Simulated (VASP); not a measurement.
# Nb2W (P6_3/mmc) in VASP: a series of runs

Nb2W is run at these levels: PBE; tasks: relaxation of cell and atoms, single point.

Everything below comes from runs of VASP 6.6.1. Logs are shortened: lines on timing, memory, paths and dates and some standing lists are left out, and cuts for length are marked.

## Step 1: The cell of the first run

Symmetry: P6_3/mmc, No. 194, hexagonal system. The conventional cell has a = 3.098 Å, b = 3.098 Å, c = 13.056 Å, α = 90.00°, β = 90.00°, γ = 120.00°. Nb (site symmetry 3m) has 3 W at 2.74 Å and 9 Nb at 2.97 to 3.10 Å within 3.6 Å. W (site symmetry -6m2) has 6 Nb at 2.74 Å and 6 W at 3.10 Å within 3.6 Å.

## Step 2: Relaxation of cell and atoms, PBE

File INCAR:

```
SYSTEM = Nb2W
PREC = Accurate
ENCUT = 600
EDIFF = 1E-6
ISMEAR = 0
SIGMA = 0.1
LREAL = .False.
LASPH = .True.
NELM = 100
ALGO = Normal
ISIF = 3
LWAVE = .False.
LCHARG = .False.
GGA = PE
IBRION = 2
NSW = 100
EDIFFG = -0.01
```

File KPOINTS:

```
regular mesh
0
Gamma
  12 12 4
  0 0 0
```

File POSCAR:

```
Nb2W
1.0
    3.0984859637      0.0000000000      0.0000000000
   -1.5492429819      2.6833675579      0.0000000000
    0.0000000000      0.0000000000     13.0555047589
Nb W
4 2
Direct
    0.3333333333      0.6666666667      0.5909957355
    0.6666666667      0.3333333333      0.0909957355
    0.3333333333      0.6666666667      0.9090042645
    0.6666666667      0.3333333333      0.4090042645
    0.3333333333      0.6666666667      0.2500000000
    0.6666666667      0.3333333333      0.7500000000
```

Potentials or basis: VASP PAW PBE potentials, release 64 (Nb_sv, W_sv).

Launch:

```sh
$ cat potpaw_PBE.64/Nb_sv/POTCAR potpaw_PBE.64/W_sv/POTCAR > POTCAR
$ mpirun -np 1 vasp_std > vasp.out
```

OUTCAR:

```text
SYSTEM = Nb2W
   PREC = Accurate
   ENCUT = 600
   EDIFF = 1E-6
   ISMEAR = 0
   LREAL = .False.
   LASPH = .True.
   NELM = 100
   ISIF = 3
   GGA = PE
   IBRION = 2
   NSW = 100
   EDIFFG = -0.01

 ion  position               nearest neighbor table
   1  0.333  0.667  0.591-   6 2.74   6 2.74   6 2.74   4 2.97   4 2.97   4 2.97
   2  0.667  0.333  0.091-   5 2.74   5 2.74   5 2.74   3 2.97   3 2.97   3 2.97
   3  0.333  0.667  0.909-   6 2.74   6 2.74   6 2.74   2 2.97   2 2.97   2 2.97
   4  0.667  0.333  0.409-   5 2.74   5 2.74   5 2.74   1 2.97   1 2.97   1 2.97
   5  0.333  0.667  0.250-   2 2.74   4 2.74   2 2.74   4 2.74   2 2.74   4 2.74
   6  0.667  0.333  0.750-   1 2.74   3 2.74   1 2.74   3 2.74   1 2.74   3 2.74

  LATTYP: Found a hexagonal cell.
 ALAT       =     3.0984859637
 C/A-ratio  =     4.2135110218

  Lattice vectors:

 A1 = (   3.0984859637,   0.0000000000,   0.0000000000)
 A2 = (  -1.5492429819,   2.6833675579,   0.0000000000)
 A3 = (   0.0000000000,   0.0000000000,  13.0555047589)

Analysis of symmetry for initial positions (statically):
=====================================================================
 Subroutine PRICEL returns:
 Original cell was already a primitive cell.

 Routine SETGRP: Setting up the symmetry group for a
 hexagonal supercell.

 Subroutine GETGRP returns: Found 24 space group operations
 (whereof 12 operations were pure point group operations)
 out of a pool of 24 trial point group operations.

The static configuration has the point symmetry D_3d.
 The point group associated with its full space group is D_6h.

Analysis of symmetry for dynamics (positions and initial velocities):
=====================================================================
 Subroutine PRICEL returns:
 Original cell was already a primitive cell.

 Routine SETGRP: Setting up the symmetry group for a
 hexagonal supercell.

 Subroutine GETGRP returns: Found 24 space group operations
 (whereof 12 operations were pure point group operations)
 out of a pool of 24 trial point group operations.

The dynamic configuration has the point symmetry D_3d.
 The point group associated with its full space group is D_6h.

 Subroutine INISYM returns: Found 24 space group operations
 (whereof 12 operations are pure point group operations),
 and found     1 'primitive' translations

----------------------------------------------------------------------------------------

                                     Primitive cell

  volume of cell :     108.5484

  direct lattice vectors                    reciprocal lattice vectors
     3.098485964  0.000000000  0.000000000     0.322738270  0.186333027  0.000000000
    -1.549242982  2.683367558  0.000000000     0.000000000  0.372666054  0.000000000
     0.000000000  0.000000000 13.055504759     0.000000000  0.000000000  0.076596043

  length of vectors
     3.098485964  3.098485964 13.055504759     0.372666054  0.372666054  0.076596043

  position of ions in fractional coordinates (direct lattice)
     0.333333333  0.666666667  0.590995736
     0.666666667  0.333333333  0.090995736
     0.333333333  0.666666667  0.909004264
     0.666666667  0.333333333  0.409004264
     0.333333333  0.666666667  0.250000000
     0.666666667  0.333333333  0.750000000

  ion indices of the primitive-cell ions
   primitive index   ion index
                 1           1
                 2           2
                 3           3
                 4           4
                 5           5
                 6           6

----------------------------------------------------------------------------------------

 KPOINTS: regular mesh

Automatic generation of k-mesh.
 Grid dimensions read from file:
 generate k-points for:   12   12    4

 Generating k-lattice:

  Cartesian coordinates                     Fractional coordinates (reciprocal lattice)
     0.026894856  0.015527752  0.000000000     0.083333333  0.000000000  0.000000000
     0.000000000  0.031055505  0.000000000     0.000000000  0.083333333  0.000000000
     0.000000000  0.000000000  0.019149011     0.000000000  0.000000000  0.250000000

  Length of vectors
     0.031055505  0.031055505  0.019149011

  Shift w.r.t. Gamma in fractional coordinates (k-lattice)
     0.000000000  0.000000000  0.000000000

 Subroutine IBZKPT returns following result:
 ===========================================

 Found     57 irreducible k-points:

 Following reciprocal coordinates:
            Coordinates               Weight
  0.000000  0.000000  0.000000      1.000000
  0.083333  0.000000  0.000000      6.000000
  0.166667  0.000000  0.000000      6.000000
  0.250000  0.000000  0.000000      6.000000
  0.333333  0.000000  0.000000      6.000000
  0.416667  0.000000  0.000000      6.000000
[... 16 lines left out ...]
  0.250000  0.000000  0.250000     12.000000
  0.333333  0.000000  0.250000     12.000000
 [... further k-points ...]
   k-points           NKPTS =     57   k-points in BZ     NKDIM =     57   number of bands    NBANDS=     48
   number of dos      NEDOS =    301   number of ions     NIONS =      6
   total plane-waves  NPLWV =  84672
   dimension x,y,z NGX =    28 NGY =   28 NGZ =  108
   dimension x,y,z NGXF=    56 NGYF=   56 NGZF=  216
   ions per type =               4   2
   NGX,Y,Z   is equivalent  to a cutoff of  15.02, 15.02, 13.75 a.u.
   NGXF,Y,Z  is equivalent  to a cutoff of  30.05, 30.05, 27.50 a.u.
 SYSTEM =  Nb2W
   PREC   = accura    normal or accurate (medium, high low for compatibility)
   ISTART =      0    job   : 0-new  1-cont  2-samecut
   ICHARG =      2    charge: 1-file 2-atom 10-const
   ISPIN  =      1    spin polarized calculation?
   LNONCOLLINEAR =      F non collinear calculations
   LSORBIT =      F    spin-orbit coupling
   LASPH  =      T    aspherical Exc in radial PAW
   ENCUT  =  600.0 eV  44.10 Ry    6.64 a.u.   6.19  6.19 26.08*2*pi/ulx,y,z
   NELM   =    100;   NELMIN=  2; NELMDL= -5     # of ELM steps
   EDIFF  = 0.1E-05   stopping-criterion for ELM
   LREAL  =      F    real-space projection
   EDIFFG = -.1E-01   stopping-criterion for IOM
   NSW    =    100    number of steps for IOM
   IBRION =      2    ionic relax: 0-MD 1-quasi-New 2-CG
   NFREE  =      1    steps in history (QN), initial steepest desc. (CG)
   ISIF   =      3    stress and relaxation
   ISYM   =      2    0-nonsym 1-usesym 2-fastsym
   POTIM  = 0.5000    time-step for ionic-motion
   TEBEG  =    0.0;   TEEND  =   0.0 temperature during run
   PSTRESS=    0.0 pullay stress
   NELECT =      80.0000    total number of electrons
   NUPDOWN=      -1.0000    fix difference up-down
   EMIN   =  10.00;   EMAX   =-10.00  energy-range for DOS
   EFERMI =   0.00;   METHOD = LEGACY
   ISMEAR =     0;   SIGMA  =   0.10  broadening in eV -4-tet -1-fermi 0-gaus
   EFERMI_NEDOS =   21; number of points for ismear=-14 and -15
   IALGO  =     38    algorithm
   IMIX   =      4    mixing-type and parameters
     AMIX     =   0.40;   BMIX     =  1.00
     AMIX_MAG =   1.60;   BMIX_MAG =  1.00
  volume/ion in A,a.u.               =      18.09       122.09
  Fermi-wavevector in a.u.,A,eV,Ry     =   1.478758  2.794447 29.752193  2.186725
  Thomas-Fermi vector in A             =   2.592999
   LORBIT       =      0    0 simple, 1 ext, 2 COOP (PROOUT), +10 PAW based schemes
   GGA     = PE    functional components
   LHFCALC =     F    Hartree Fock is set to
   AEXX    =    0.0000 exact exchange contribution
   IVDW    =     0    specifies the selected vdW correction
   LEPSILON=     F    determine dielectric tensor
   LRPA    =     F    only Hartree local field effects (RPA)
 conjugate gradient relaxation of ions
 non-spin polarized calculation
 Gauss-broadening in eV      SIGMA  =   0.10
  energy-cutoff  :      600.00
  volume of cell :      108.55
 maximum number of plane-waves:      3653
 NGX is ok and might be reduce to    28
   NGX = 13   NGY = 13   NGZ = 53

--------------------------------------- Ionic step        1  -------------------------------------------

 number of electron      80.0000001 magnetization

 Free energy of the ion-electron system (eV)
  ---------------------------------------------------
  ext. energy  EPLUGINS =         0.00000000
  ---------------------------------------------------
  free energy    TOTEN  =       -63.82436335 eV

  energy without entropy =      -63.79196143  energy(sigma->0) =      -63.80816239

------------------------ aborting loop because EDIFF is reached ----------------------------------------

  FORCE on cell =-STRESS in cart. coord.  units (eV):
  Direction    XX          YY          ZZ          XY          YZ          ZX
  --------------------------------------------------------------------------------------
  -------------------------------------------------------------------------------------
  Total       -0.2835399     -0.2835399      0.3284202      0.0000000      0.0000000      0.0000000
  in kB       -4.1850566     -4.1850566      4.8474917      0.0000000      0.0000000      0.0000000
  external PRESSURE =      -1.1742072 kB  Pullay stress =       0.0000000 kB
[... 225 lines left out ...]
  energy  without entropy=      -63.7955418973  energy(sigma->0) =      -63.81189112

--------------------------------------- Ionic step        7  -------------------------------------------

 number of electron      80.0000004 magnetization

 Free energy of the ion-electron system (eV)
  ---------------------------------------------------
  ext. energy  EPLUGINS =         0.00000000
  ---------------------------------------------------
  free energy    TOTEN  =       -63.82828327 eV

  energy without entropy =      -63.79555547  energy(sigma->0) =      -63.81191937

 E-fermi :  10.8034     XC(G=0): -12.5952

 val. band max:       10.8015462925   @ k =   0.2500   0.0833   0.0000
 cond. band min:      10.8152526398   @ k =   0.4167   0.0833   0.2500
 fundamental gap:      0.0137063472
 Fermi energy:        10.8034032806

 k-point     1 :       0.0000    0.0000    0.0000
  band No.  band energies     occupation
      1     -62.7279      2.00000
      2     -62.7279      2.00000
      3     -43.8140      2.00000
      4     -43.8113      2.00000
      5     -43.7115      2.00000
      6     -43.7088      2.00000
[... 1213 lines left out ...]
     47      13.0050      0.00000
     48      13.3463      0.00000

 [... further k-points ...]
[... 5 lines left out ...]
  --------------------------------------------------------------------------------------
  -------------------------------------------------------------------------------------
  Total       -0.0193140     -0.0193140      0.0014074      0.0000000     -0.0000000     -0.0000000
  in kB       -0.2860865     -0.2860865      0.0208476      0.0000000     -0.0000000     -0.0000000
  external PRESSURE =      -0.1837751 kB  Pullay stress =       0.0000000 kB
[... 21 lines left out ...]
  FREE ENERGIE OF THE ION-ELECTRON SYSTEM (eV)
  ---------------------------------------------------
  free  energy   TOTEN  =       -63.8282832747 eV

  energy  without entropy=      -63.7955554720  energy(sigma->0) =      -63.81191937

 reached required accuracy - stopping structural energy minimisation
```

Wall time 14 min (1 thread of Intel Xeon 6975P-C (Granite Rapids), shared host); peak memory 0.47 GiB.

What came out:

- Free energy: -63.8283 eV
- Relaxed volume: 18.03 Å³/atom
- Relaxed cell: a = 3.083 Å, b = 3.083 Å, c = 13.138 Å, α = 90.00°, β = 90.00°, γ = 120.00°
- Space group after relaxing (to 0.05 Å): P6_3/mmc (No. 194)
- Energy gained by relaxing: 0.7 meV/atom
- Ionic steps: 7
- Pressure after relaxing: 0.0 GPa
- Largest force after relaxing: 0.005 eV/Å
- Band gap on the k mesh: zero (band 40 reaches 11.99 eV, above the bottom of band 41 at 10.54 eV)

Forces in eV/Å, atoms in the order of the input:
```
Nb   0.000  0.000  0.005
Nb   0.000  0.000  0.005
Nb   0.000  0.000 -0.005
Nb   0.000  0.000 -0.005
W    0.000  0.000  0.000
W    0.000  0.000  0.000
```

The path:
```csv
step,energy change (eV),largest force (eV/Å),pressure (GPa),volume (Å³)
1,0.0000,0.0937,-0.12,108.55
2,-0.0029,0.0432,-0.04,108.34
3,-0.0039,0.0073,0.06,108.13
4,-0.0039,0.0086,0.07,108.12
5,-0.0038,0.0144,-0.18,108.25
6,-0.0039,0.0115,-0.05,108.18
7,-0.0039,0.0051,-0.02,108.16
```

Final structure:
```cif
data_structure
_symmetry_space_group_name_H-M 'P 1'
_symmetry_Int_Tables_number 1
_cell_length_a 3.0833
_cell_length_b 3.0833
_cell_length_c 13.1378
_cell_angle_alpha 90.000
_cell_angle_beta 90.000
_cell_angle_gamma 120.000
_cell_volume 108.16
loop_
_atom_site_label
_atom_site_type_symbol
_atom_site_fract_x
_atom_site_fract_y
_atom_site_fract_z
_atom_site_occupancy
Nb1 Nb 0.33333 0.66667 0.59036 1
Nb2 Nb 0.66667 0.33333 0.09036 1
Nb3 Nb 0.33333 0.66667 0.90964 1
Nb4 Nb 0.66667 0.33333 0.40964 1
W1 W 0.33333 0.66667 0.25000 1
W2 W 0.66667 0.33333 0.75000 1
```

Levels at points of the mesh, in eV from the Fermi level:
```
           k point  band 37  band 38  band 39  band 40  band 41  band 42  band 43  band 44
(0.00, 0.00, 0.00)    -0.47    -0.47    -0.13     0.06     0.06     0.10     0.75     0.78
(0.50, 0.00, 0.00)    -0.91    -0.59     0.34     0.80     0.80     1.09     1.56     1.91
(0.00, 0.00, 0.50)    -0.77    -0.77    -0.20    -0.20     0.47     0.47     0.47     0.47
(0.50, 0.00, 0.50)    -1.01    -1.01     1.19     1.19     1.23     1.23     1.39     1.39
```

Caveat: spin-orbit coupling is left out, which moves the levels of the heavy elements.

## Step 3: Single point, PBE

This run uses another cell than the first one, of 14.95 Å³/atom, 0.826 times its volume.

File INCAR:

```
PREC = Accurate ; ENCUT = 520
EDIFF = 1E-6 ; ISMEAR = 0
SIGMA = 0.1 ; LREAL = F
LASPH = T ; NELM = 80
ALGO = Normal ; ISIF = 2
LWAVE = F ; LCHARG = F
GGA = PE ; NBANDS = 49
```

File KPOINTS:

```
regular mesh
0
Gamma
  6 6 2
```

File POSCAR:

```
Nb2W
1.0
    2.9860940332      0.0000000000      0.0000000000
   -1.4930470166      2.5860332908      0.0000000000
    0.0000000000      0.0000000000     11.6146812831
Nb W
4 2
Direct
    0.3333333333      0.6666666667      0.6275000000
    0.6666666667      0.3333333333      0.1275000000
    0.3333333333      0.6666666667      0.8725000000
    0.6666666667      0.3333333333      0.3725000000
    0.3333333333      0.6666666667      0.2500000000
    0.6666666667      0.3333333333      0.7500000000
```

Potentials or basis: VASP PAW PBE potentials, release 64 (Nb_sv, W_sv).

Launch:

```sh
$ cat potpaw_PBE.64/Nb_sv/POTCAR potpaw_PBE.64/W_sv/POTCAR > POTCAR
$ mpirun -np 1 vasp_std > vasp.out
```

It took 94 s on 1 thread of Intel Xeon 6975P-C (Granite Rapids), shared host; peak memory 0.23 GiB.

The run converged. Its results:

| Item | Value |
| --- | --- |
| Free energy | -46.7591 eV |
| Pressure | 129.2 GPa |
| Largest force | 14.259 eV/Å |
| Band gap on the k mesh | zero (band 40 reaches 13.70 eV, above the bottom of band 41 at 12.91 eV) |

Forces in eV/Å, atoms in the order of the input:
```
Nb    0.000   0.000 -14.259
Nb    0.000   0.000 -14.259
Nb    0.000   0.000  14.259
Nb    0.000   0.000  14.259
W     0.000   0.000   0.000
W     0.000   0.000   0.000
```

Stress tensor (GPa, compression positive):
```
124.48   0.00   0.00
  0.00 124.48   0.00
  0.00   0.00 138.67
```

Levels at points of the mesh, in eV from the Fermi level:
```csv
k point,band 38,band 39,band 40,band 41,band 42,band 43
"(0.00, 0.00, 0.00)",-3.47,-1.24,-0.96,0.11,0.11,0.34
"(0.50, 0.00, 0.00)",-0.30,0.11,0.35,0.51,0.97,2.21
"(0.00, 0.00, 0.50)",-3.86,-1.12,-1.12,0.22,0.22,0.22
"(0.50, 0.00, 0.50)",-0.14,-0.09,-0.09,1.32,1.32,2.32
```

Caveat: the k points lie up to 0.40 Å⁻¹ apart; spin-orbit coupling is left out, which moves the levels of the heavy elements; forces of over 1 eV/Å act on the atoms, so gaps and moduli don't describe the material at rest.

## Step 4: Single point, PBE

File INCAR:

```
SYSTEM = Nb2W
ALGO = Fast
EDIFF = 1E-7
ENCUT = 520
GGA = PE
ISIF = 2
ISMEAR = 0
LASPH = .True.
LCHARG = .True.
LELF = .True.
LREAL = .False.
LVHAR = .True.
LWAVE = .False.
NBANDS = 49
NELM = 100
PREC = Accurate
SIGMA = 0.1
```

File KPOINTS:

```
k-points
0
Gamma
  6 6 2
  0 0 0
```

File POSCAR:

```
Nb2W
1.0
    3.0984859637      0.0000000000      0.0000000000
   -1.5492429819      2.6833675579      0.0000000000
    0.0000000000      0.0000000000     13.0555047589
Nb W
4 2
Direct
    0.3333333333      0.6666666667      0.5909957355
    0.6666666667      0.3333333333      0.0909957355
    0.3333333333      0.6666666667      0.9090042645
    0.6666666667      0.3333333333      0.4090042645
    0.3333333333      0.6666666667      0.2500000000
    0.6666666667      0.3333333333      0.7500000000
```

Launch:

```sh
$ cat potpaw_PBE.64/Nb_sv/POTCAR potpaw_PBE.64/W_sv/POTCAR > POTCAR
$ mpirun -np 1 vasp_std > vasp.out
```

It took 5.2 min on 1 thread of Intel Xeon 6975P-C (Granite Rapids), shared host; peak memory 0.25 GiB.

The run converged. Its results:

- Free energy: -63.8317 eV
- Pressure: -0.1 GPa
- Largest force: 0.014 eV/Å
- Band gap on the k mesh: zero (band 40 reaches 11.89 eV, above the bottom of band 41 at 10.51 eV)

Forces in eV/Å, atoms in the order of the input:
```
Nb   0.000  0.000 -0.014
Nb   0.000  0.000 -0.014
Nb   0.000  0.000  0.014
Nb   0.000  0.000  0.014
W    0.000  0.000  0.000
W    0.000  0.000  0.000
```

Stress tensor (GPa, compression positive):
```
-0.17  0.00  0.00
 0.00 -0.17  0.00
 0.00  0.00 -0.06
```

Levels at points of the mesh, in eV from the Fermi level:
```csv
k point,band 37,band 38,band 39,band 40,band 41,band 42,band 43,band 44
"(0.00, 0.00, 0.00)",-0.57,-0.57,-0.14,0.02,0.02,0.12,0.73,0.73
"(0.50, 0.00, 0.00)",-0.94,-0.67,0.28,0.78,0.84,1.15,1.62,1.89
"(0.00, 0.00, 0.50)",-0.87,-0.87,-0.18,-0.18,0.43,0.43,0.43,0.43
"(0.50, 0.00, 0.50)",-1.09,-1.09,1.12,1.12,1.28,1.28,1.39,1.39
```

Caveat: the k points lie up to 0.39 Å⁻¹ apart; spin-orbit coupling is left out, which moves the levels of the heavy elements.

## Step 5: Summary

| task | cell | k mesh | cutoff (eV) | gap on the mesh (eV) | pressure (GPa) | largest force (eV/Å) |
| --- | --- | --- | --- | --- | --- | --- |
| relaxation of cell and atoms | relaxed from a = 3.098, b = 3.098, c = 13.056 Å, angles 90.0, 90.0, 120.0°, 6 atoms | 12 × 12 × 4 | 600 | none | 0.0 | 0.01 |
| single point | a = 2.986, b = 2.986, c = 11.615 Å, angles 90.0, 90.0, 120.0°, 6 atoms | 6 × 6 × 2 | 520 | none | 129.2 | 14.26 |
| single point | a = 3.098, b = 3.098, c = 13.056 Å, angles 90.0, 90.0, 120.0°, 6 atoms | 6 × 6 × 2 | 520 | none | -0.1 | 0.01 |

Alike in all rows: level PBE; potentials or basis VASP PAW PBE potentials, release 64 (Nb_sv, W_sv); no spin polarisation; smearing gaussian 0.1 eV.

Caveats: some runs use coarse meshes; spin-orbit coupling is left out, which moves the levels of the heavy elements; forces of over 1 eV/Å act on the atoms, so gaps and moduli don't describe the material at rest (some runs).

Absolute energies hang on the potentials; compare differences alone.
